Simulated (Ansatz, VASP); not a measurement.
W: VASP beside Ansatz

```
CELL_PARAMETERS angstrom
4.50203 0.00000 0.00000
-2.25102 3.89888 0.00000
0.00000 0.00000 17.83790
ATOMIC_POSITIONS crystal
W 0.16667 0.33333 0.47370
W 0.50000 0.00000 0.50000
W 0.83333 0.66667 0.52630
```

Alike in both runs: functional PBE; k mesh 9 × 9 × 1; occupations fermi-dirac, width 0.08 eV; no spin polarisation.

Ansatz relaxed the structure, and its values are those at the end. VASP's run is a single point on that final structure, the one shown.

|  | VASP | Ansatz |
| --- | --- | --- |
| version | VASP 6.6.1 | Ansatz 0.2.0 |
| potentials or method | VASP PAW PBE potentials, release 64 (W_sv) | PAW with Ansatz's default frozen-core files, scalar-relativistic |
| plane-wave cutoff (eV) | 520 | 420 |
| valence electrons in the cell | 42 | 42 |

|  | VASP | Ansatz | Ansatz less VASP |
| --- | --- | --- | --- |
| rms of the force components (eV/Å) | 0.012 | 0.003 | -0.0093 |

Ansatz's warnings: stress scf threshold loose.

Neither program's run includes spin-orbit coupling.
